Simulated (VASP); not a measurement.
MgSnO4: single point with PBE

Crystal: MgSnO4.

```xyz
6
Lattice="3.5291 -3.5914 0.0000 3.5291 3.5914 0.0000 0.0000 0.0000 3.3192" Properties=species:S:1:pos:R:3 pbc="T T T"
Mg    3.5291    0.0000    0.0000
Sn    0.0000    0.0000    1.6596
O     3.5291    2.2072    0.0000
O     3.5291   -2.2072    0.0000
O     2.1033    0.0000    1.6596
O     4.9549    0.0000    1.6596
```

The cell was generated, and may not be a known phase.

```json
{"Program": "VASP 6.6.1", "Task": "single point", "Functional": "PBE", "Potentials or basis": "VASP PAW PBE potentials, release 64 (Mg, Sn_d, O)", "Cutoff": "520 eV", "k mesh": "4 × 4 × 6", "Occupations": "gaussian, width 0.1 eV", "Spin": "no spin polarisation", "Dipole correction": "no", "Further INCAR settings": "ALGO = Normal; EDIFF = 1e-06; NBANDS = 29"}
```

The pressure is -11.0 GPa, the largest force is 0.086 eV/Å and the band gap on the k mesh is zero (bands 20 and 21 overlap by 0.50 eV).

Forces on the atoms (eV/Å):
```
Mg   0.000  0.000  0.000
Sn   0.000  0.000  0.000
O    0.000  0.086  0.000
O    0.000 -0.086  0.000
O   -0.002  0.000  0.000
O    0.002  0.000  0.000
```

Stress tensor (GPa, compression positive):
```
-11.41   0.00   0.00
  0.00  -9.76   0.00
  0.00   0.00 -11.71
```

Levels at points of the mesh, in eV from the Fermi level:
```csv
k point,band 16,band 17,band 18,band 19,band 20,band 21,band 22,band 23,band 24,band 25
"(0.00, 0.00, 0.00)",-0.56,-0.20,-0.13,0.00,0.16,0.50,2.76,6.85,8.70,9.04
"(0.50, 0.00, 0.00)",-0.76,-0.76,-0.18,-0.17,-0.02,0.23,4.30,6.65,8.51,10.00
"(0.50, 0.50, 0.00)",-0.72,-0.61,-0.40,-0.38,-0.26,-0.13,4.38,7.41,9.05,9.21
"(0.00, 0.00, 0.50)",-1.45,-0.80,-0.73,-0.57,-0.39,-0.34,5.72,8.97,10.48,10.88
"(0.50, 0.00, 0.50)",-0.77,-0.74,-0.28,-0.15,-0.05,-0.04,5.79,9.01,9.04,10.71
"(0.50, 0.50, 0.50)",-0.75,-0.71,-0.26,-0.16,-0.01,0.14,5.03,8.34,9.24,10.57
```

Run time: 76 s on 1 thread of Oxide Virtual Turin-like Processor (shared host), peak memory 0.2 GiB.

Caveat: the cell stands under tension; semilocal functionals underestimate gaps, and a narrow one can read as zero; spin-orbit coupling is left out, which moves the levels of the heavy elements.
